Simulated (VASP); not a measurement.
# Si2Mo (I4/mmm) in VASP: further runs

Si2Mo is run at these levels: PBEsol; tasks: single point.

All numbers are computed with VASP 6.6.1; they aren't measurements. Logs are shortened: lines on timing, memory, paths and dates and some standing lists are left out, and cuts for length are marked.

## Step 1: The cell of the first run

The structure is tetragonal, space group I4/mmm (No. 139). Conventional cell: a = 3.200 Å, b = 3.200 Å, c = 7.940 Å, α = 90.00°, β = 90.00°, γ = 90.00°. Within 3.4 Å of Mo (site symmetry 4/mmm) lie 10 Si at 2.61 to 2.67 Å and 4 Mo at 3.20 Å. Si (site symmetry 4mm) has 9 Si at 2.61 to 3.20 Å and 5 Mo at 2.61 to 2.67 Å within 3.4 Å.

## Step 2: Single point, PBEsol

Input file INCAR:

```
SYSTEM = Si2Mo
  PREC = Accurate
  ENCUT = 520
  EDIFF = 1E-7
  ISMEAR = -1
  SIGMA = 0.05
  LREAL = .False.
  LASPH = .True.
  NELM = 80
  ALGO = Normal
  ISIF = 2
  LWAVE = .False.
  LCHARG = .True.
  GGA = PS
  LELF = .True.
  LVHAR = .True.
  NBANDS = 18
```

Input file KPOINTS:

```
regular mesh
0
Gamma
  10 10 10
  0 0 0
```

Input file POSCAR:

```
Si2Mo
1.0
   -1.6000000000      1.6000000000      3.9698050000
    1.6000000000     -1.6000000000      3.9698050000
    1.6000000000      1.6000000000     -3.9698050000
Mo Si
1 2
Direct
    0.0000000000      0.0000000000      0.0000000000
    0.6642798609      0.6642798609      0.0000000000
    0.3357201391      0.3357201391      0.0000000000
```

Potentials or basis: VASP PAW PBE potentials, release 64 (Mo_sv, Si).

Command:

```sh
$ cat potpaw_PBE.64/Mo_sv/POTCAR potpaw_PBE.64/Si/POTCAR > POTCAR
$ mpirun -np 1 vasp_std > vasp.out
```

OUTCAR:

```text
SYSTEM = Si2Mo
   PREC = Accurate
   ENCUT = 520
   EDIFF = 1E-7
   ISMEAR = -1
   LREAL = .False.
   LASPH = .True.
   NELM = 80
   ISIF = 2
   GGA = PS

 ion  position               nearest neighbor table
   1  0.000  0.000  0.000-   2 2.61   2 2.61   3 2.61   2 2.61   3 2.61   3 2.61   2 2.61   3 2.61
                             2 2.67   3 2.67
   2  0.664  0.664  0.000-   3 2.61   1 2.61   1 2.61   1 2.61   1 2.61   3 2.64   3 2.64   3 2.64
                             3 2.64   1 2.67
   3  0.336  0.336  0.000-   2 2.61   1 2.61   1 2.61   1 2.61   1 2.61   2 2.64   2 2.64   2 2.64
                             2 2.64   1 2.67

  LATTYP: Found a body centered tetragonal cell.
 ALAT       =     3.2000000000
 C/A-ratio  =     2.4811281250

  Lattice vectors:

 A1 = (  -1.6000000000,   1.6000000000,   3.9698050000)
 A2 = (   1.6000000000,  -1.6000000000,   3.9698050000)
 A3 = (   1.6000000000,   1.6000000000,  -3.9698050000)

Analysis of symmetry for initial positions (statically):
=====================================================================
 Subroutine PRICEL returns:
 Original cell was already a primitive cell.

 Routine SETGRP: Setting up the symmetry group for a
 body centered tetragonal supercell.

 Subroutine GETGRP returns: Found 16 space group operations
 (whereof 16 operations were pure point group operations)
 out of a pool of 16 trial point group operations.

The static configuration has the point symmetry D_4h.

Analysis of symmetry for dynamics (positions and initial velocities):
=====================================================================
 Subroutine PRICEL returns:
 Original cell was already a primitive cell.

 Routine SETGRP: Setting up the symmetry group for a
 body centered tetragonal supercell.

 Subroutine GETGRP returns: Found 16 space group operations
 (whereof 16 operations were pure point group operations)
 out of a pool of 16 trial point group operations.

The dynamic configuration has the point symmetry D_4h.

 Subroutine INISYM returns: Found 16 space group operations
 (whereof 16 operations are pure point group operations),
 and found     1 'primitive' translations

----------------------------------------------------------------------------------------

                                     Primitive cell

  volume of cell :      40.6508

  direct lattice vectors                    reciprocal lattice vectors
    -1.600000000  1.600000000  3.969805000     0.000000000  0.312500000  0.125950771
[... 89 lines left out ...]
   LREAL  =      F    real-space projection
   EDIFFG = 0.1E-05   stopping-criterion for IOM
   NSW    =      0    number of steps for IOM
   IBRION =     -1    ionic relax: 0-MD 1-quasi-New 2-CG
   NFREE  =      0    steps in history (QN), initial steepest desc. (CG)
   ISIF   =      2    stress and relaxation
   ISYM   =      2    0-nonsym 1-usesym 2-fastsym
   POTIM  = 0.5000    time-step for ionic-motion
   TEBEG  =    0.0;   TEEND  =   0.0 temperature during run
   PSTRESS=    0.0 pullay stress
   NELECT =      22.0000    total number of electrons
   NUPDOWN=      -1.0000    fix difference up-down
   EMIN   =  10.00;   EMAX   =-10.00  energy-range for DOS
   EFERMI =   0.00;   METHOD = LEGACY
   ISMEAR =    -1;   SIGMA  =   0.05  broadening in eV -4-tet -1-fermi 0-gaus
   EFERMI_NEDOS =   21; number of points for ismear=-14 and -15
   IALGO  =     38    algorithm
   IMIX   =      4    mixing-type and parameters
     AMIX     =   0.40;   BMIX     =  1.00
     AMIX_MAG =   1.60;   BMIX_MAG =  1.00
  volume/ion in A,a.u.               =      13.55        91.44
  Fermi-wavevector in a.u.,A,eV,Ry     =   1.334113  2.521108 24.216439  1.779858
  Thomas-Fermi vector in A             =   2.462920
   LORBIT       =      0    0 simple, 1 ext, 2 COOP (PROOUT), +10 PAW based schemes
   GGA     = PS    functional components
   LHFCALC =     F    Hartree Fock is set to
   AEXX    =    0.0000 exact exchange contribution
   IVDW    =     0    specifies the selected vdW correction
   LEPSILON=     F    determine dielectric tensor
   LRPA    =     F    only Hartree local field effects (RPA)
 non-spin polarized calculation
  energy-cutoff  :      520.00
  volume of cell :       40.65
 maximum number of plane-waves:      1120
 NGX is ok and might be reduce to    36
   NGX = 17   NGY = 17   NGZ = 17

 number of electron      22.0000000 magnetization

 Free energy of the ion-electron system (eV)
  ---------------------------------------------------
  ext. energy  EPLUGINS =         0.00000000
  ---------------------------------------------------
  free energy    TOTEN  =       -25.06384922 eV

  energy without entropy =      -25.06099943  energy(sigma->0) =      -25.06242432

 E-fermi :  12.0147     XC(G=0): -12.4628

 val. band max:       11.9666801414   @ k =  -0.2000  -0.3000   0.2000
 cond. band min:      12.0512288535   @ k =   0.5000   0.5000   0.3000
 fundamental gap:      0.0845487121
 Fermi energy:        12.0147353198

 k-point     1 :       0.0000    0.0000    0.0000
  band No.  band energies     occupation
      1     -48.6021      2.00000
      2     -22.7851      2.00000
      3     -22.6972      2.00000
      4     -22.6972      2.00000
      5      -1.3127      2.00000
      6       5.6495      2.00000
[... 481 lines left out ...]
      5       2.7262      2.00000
      6       3.8066      2.00000
[... 10 lines left out ...]
     17      18.9052      0.00000
     18      20.8018      0.00000

 [... further k-points ...]

------------------------ aborting loop because EDIFF is reached ----------------------------------------

  FORCE on cell =-STRESS in cart. coord.  units (eV):
  Direction    XX          YY          ZZ          XY          YZ          ZX
  --------------------------------------------------------------------------------------
  -------------------------------------------------------------------------------------
  Total       -0.6385018     -0.6385018     -1.9287774      0.0000000      0.0000000      0.0000000
  in kB      -25.1653862    -25.1653862    -76.0192478      0.0000000      0.0000000      0.0000000
  external PRESSURE =     -42.1166734 kB  Pullay stress =       0.0000000 kB

 VOLUME and BASIS-vectors are now :
 -----------------------------------------------------------------------------
  energy-cutoff  :      520.00
  volume of cell :       40.65
      direct lattice vectors                 reciprocal lattice vectors
    -1.600000000  1.600000000  3.969805000     0.000000000  0.312500000  0.125950771
     1.600000000 -1.600000000  3.969805000     0.312500000  0.000000000  0.125950771
     1.600000000  1.600000000 -3.969805000     0.312500000  0.312500000  0.000000000

 POSITION                                       TOTAL-FORCE (eV/Angst)
 -----------------------------------------------------------------------------------
      0.00000      0.00000      0.00000        -0.000000     -0.000000     -0.000000
      0.00000      0.00000      5.27412        -0.000000     -0.000000      0.009203
      0.00000      0.00000      2.66549         0.000000      0.000000     -0.009203
 -----------------------------------------------------------------------------------
    total drift:                                0.000000     -0.000000     -0.000000

  FREE ENERGIE OF THE ION-ELECTRON SYSTEM (eV)
  ---------------------------------------------------
  free  energy   TOTEN  =       -25.0638492197 eV

  energy  without entropy=      -25.0609994255  energy(sigma->0) =      -25.06242432
```

OSZICAR:

```text
N       E                     dE             d eps       ncg     rms          rms(c)
DAV:   1     0.119099784280E+03    0.11910E+03   -0.11283E+04  3680   0.116E+03
DAV:   2    -0.229325038024E+02   -0.14203E+03   -0.13915E+03  4396   0.298E+02
DAV:   3    -0.260243510939E+02   -0.30918E+01   -0.30637E+01  4602   0.390E+01
DAV:   4    -0.260414511944E+02   -0.17100E-01   -0.17078E-01  4342   0.317E+00
DAV:   5    -0.260415637640E+02   -0.11257E-03   -0.11256E-03  4240   0.273E-01    0.220E+01
DAV:   6    -0.252541160070E+02    0.78745E+00   -0.59166E+00  3864   0.158E+01    0.471E+00
DAV:   7    -0.251078289824E+02    0.14629E+00   -0.96336E-01  3824   0.580E+00    0.455E+00
DAV:   8    -0.250651737879E+02    0.42655E-01   -0.11442E-01  3966   0.243E+00    0.466E-01
DAV:   9    -0.250639866277E+02    0.11872E-02   -0.23246E-03  4440   0.368E-01    0.247E-01
DAV:  10    -0.250638657479E+02    0.12088E-03   -0.57738E-04  4100   0.200E-01    0.606E-02
DAV:  11    -0.250638524553E+02    0.13293E-04   -0.17463E-04  4042   0.964E-02    0.422E-02
DAV:  12    -0.250638497725E+02    0.26828E-05   -0.21355E-05  3930   0.333E-02    0.905E-03
DAV:  13    -0.250638493861E+02    0.38640E-06   -0.92305E-07  4006   0.824E-03    0.207E-03
DAV:  14    -0.250638492466E+02    0.13956E-06   -0.78992E-08  2112   0.176E-03    0.640E-04
DAV:  15    -0.250638492197E+02    0.26839E-07   -0.73951E-09  1972   0.559E-04
   1 F= -.25063849E+02 E0= -.25062424E+02  d E =-.284979E-02
```

stdout:

```text
POSCAR found type information on POSCAR MoSi
 POSCAR found :  2 types and       3 ions
 scaLAPACK will be used
 -----------------------------------------------------------------------------
|                                                                             |
|                                                                             |
|     You enforced a specific xc type in the INCAR file but a different       |
|     I HOPE YOU KNOW WHAT YOU ARE DOING!                                     |
|                                                                             |
 -----------------------------------------------------------------------------

 LDA part: xc-table for (Slater+PW92), standard interpolation
 POSCAR, INCAR and KPOINTS ok, starting setup
 FFT: planning ... GRIDC
 FFT: planning ... GRID_SOFT
 FFT: planning ... GRID
 WAVECAR not read
 entering main loop
```

It took 2.5 min on 1 thread of Intel Xeon 8259CL, shared host; peak memory 0.24 GiB.

What came out:

```yaml
Free_energy: -25.0638 eV
Pressure: -4.2 GPa
Largest_force: 0.009 eV/Å
Band_gap_on_the_k_mesh: zero (bands 11 and 12 overlap by 0.87 eV)
```

Forces in eV/Å, atoms in the order of the input:
```
Mo   0.000  0.000  0.000
Si   0.000  0.000  0.009
Si   0.000  0.000 -0.009
```

Caveat: the cell stands under tension; the PAW data sets were made with another functional, which shifts forces and pressure a little.

## Step 3: Single point, PBEsol

This run uses another cell than the first one, of 13.68 Å³/atom.

Input file INCAR:

```
PREC = Accurate ; ENCUT = 520
EDIFF = 1E-7 ; ISMEAR = -1
SIGMA = 0.05 ; LREAL = F
LASPH = T ; NELM = 80
ALGO = Normal ; ISIF = 2
LWAVE = F ; LCHARG = F
GGA = PS ; NBANDS = 18
```

Input file KPOINTS:

```
Automatic mesh
0
Gamma
  10 10 10
```

Input file POSCAR:

```
Si2Mo
1.0
   -1.6000000000      1.6000000000      4.0091100000
    1.6000000000     -1.6000000000      4.0091100000
    1.6000000000      1.6000000000     -4.0091100000
Mo Si
1 2
Direct
    0.0000000000      0.0000000000      0.0000000000
    0.6639510138      0.6639510138      0.0000000000
    0.3360489862      0.3360489862      0.0000000000
```

Potentials or basis: VASP PAW PBE potentials, release 64 (Mo_sv, Si).

Command:

```sh
$ cat potpaw_PBE.64/Mo_sv/POTCAR potpaw_PBE.64/Si/POTCAR > POTCAR
$ mpirun -np 1 vasp_std > vasp.out
```

Run time: 2.5 min. Hardware: 1 thread of Intel Xeon 8259CL, shared host; peak memory 0.25 GiB.

Results (log left out):

```yaml
Free_energy: -25.0393 eV
Pressure: -6.2 GPa
Largest_force: 0.010 eV/Å
Band_gap_on_the_k_mesh: zero (bands 11 and 12 overlap by 0.83 eV)
```

Forces in eV/Å, atoms in the order of the input:
```
Mo   0.000  0.000  0.000
Si   0.000  0.000  0.010
Si   0.000  0.000 -0.010
```

Stress tensor (GPa, compression positive):
```
 -3.35   0.00   0.00
  0.00  -3.35   0.00
  0.00   0.00 -11.89
```

Levels at points of the mesh, in eV from the Fermi level:
```tsv
k point	band 9	band 10	band 11	band 12	band 13	band 14
(0.00, 0.00, 0.00)	-2.45	-2.45	0.45	3.19	3.28	3.56
(0.50, 0.00, 0.00)	-2.56	-2.45	-0.43	2.24	3.23	3.79
(0.50, 0.50, 0.00)	-4.32	-3.14	-1.24	2.32	2.59	2.88
(0.50, 0.50, 0.50)	-0.59	-0.59	-0.31	-0.31	0.56	4.27
```

Caveat: the cell stands under tension; the PAW data sets were made with another functional, which shifts forces and pressure a little.
